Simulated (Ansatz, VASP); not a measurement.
One calculation of SnO2, two programs

INCAR

```
SYSTEM = SnO2
PREC     = Accurate       ! precision mode
ENCUT    = 520            ! plane-wave cutoff, eV
EDIFF    = 1E-7           ! SCF threshold, eV
ISMEAR   = 0              ! smearing method
SIGMA    = 0.05           ! smearing width, eV
LREAL    = .FALSE.        ! projectors in reciprocal space
LASPH    = .TRUE.         ! aspherical terms in the spheres
NELM     = 80             ! most SCF steps
ALGO     = Normal         ! electronic algorithm
ISIF     = 2              ! what is computed and relaxed
LWAVE    = .FALSE.        ! write WAVECAR
LCHARG   = .FALSE.        ! write CHGCAR
GGA      = PE             ! functional
NBANDS   = 64             ! bands
```

File KPOINTS:

```
Automatic mesh
0
G
  6 8 3
  0 0 0
```

The input POSCAR:

```
SnO2
1.0
    0.0000000000     -4.8277049970      0.0000000000
    0.0000000000      0.0000000000     -3.2379909379
    9.6554099939     -1.9310819988      1.2951963752
Sn O
4 8
Direct
    0.7193400000      0.2806600000      0.7016500000
    0.9193400000      0.0806600000      0.2016500000
    0.1193400000      0.8806600000      0.9516500000
    0.3193400000      0.6806600000      0.4516500000
    0.3514138963      0.3419810173      0.8549525432
    0.5514138963      0.1419810173      0.3549525432
   -0.1259440691      0.8193389827      0.7983474568
    0.0740559309      0.6193389827      0.2983474568
    0.2872661037      0.0193389827      0.0483474568
    0.0872661037      0.2193389827      0.5483474568
    0.7646240691      0.5419810173      0.1049525432
    0.5646240691      0.7419810173      0.6049525432
```

Input for Ansatz:

```yaml
crystal:
  lattice:
    - [0.0, -4.827704997, 0.0]
    - [0.0, 0.0, -3.2379909379]
    - [9.6554099939, -1.9310819988, 1.2951963752]
  atoms:
    - { symbol: Sn, position: [0.71934, 0.28066, 0.70165] }
    - { symbol: Sn, position: [0.91934, 0.08066, 0.20165] }
    - { symbol: Sn, position: [0.11934, 0.88066, 0.95165] }
    - { symbol: Sn, position: [0.31934, 0.68066, 0.45165] }
    - { symbol: O, position: [0.3514138963, 0.3419810173, 0.8549525432] }
    - { symbol: O, position: [0.5514138963, 0.1419810173, 0.3549525432] }
    - { symbol: O, position: [-0.1259440691, 0.8193389827, 0.7983474568] }
    - { symbol: O, position: [0.0740559309, 0.6193389827, 0.2983474568] }
    - { symbol: O, position: [0.2872661037, 0.0193389827, 0.0483474568] }
    - { symbol: O, position: [0.0872661037, 0.2193389827, 0.5483474568] }
    - { symbol: O, position: [0.7646240691, 0.5419810173, 0.1049525432] }
    - { symbol: O, position: [0.5646240691, 0.7419810173, 0.6049525432] }
basis:
  ecutwfc: 420
kpoints:
  mp_grid: { grid: [6, 8, 3] }
hamiltonian:
  xc: pbe
scf:
  occupations: { method: gaussian, width: 0.05 }
output:
  forces: true
  stress: true
  eigenvalues: true
```

Alike in both runs: task single point; functional PBE; k mesh 6 × 8 × 3; occupations gaussian, width 0.05 eV; no spin polarisation.

```csv
,VASP,Ansatz
version,VASP 6.6.1,Ansatz 0.2.0
potentials or method,"VASP PAW PBE potentials, release 64 (Sn_d, O), cutoff 520 eV","scalar-relativistic, plane waves, PAW"
valence electrons in the cell,104,104
```

|  | VASP | Ansatz | Ansatz less VASP |
| --- | --- | --- | --- |
| gap on the k mesh at the Fermi level (eV) | 0.75 | 0.81 | +0.057 |
| least direct gap on the mesh (eV) | 0.82 | 0.89 | +0.074 |
| rms of the force components (eV/Å) | 10.733 | 12.845 | +2.1111 |

Atom by atom the forces differ by 2.138 eV/Å (rms over components). The functional is the same, so the differences come from potentials, cutoffs and numerics.
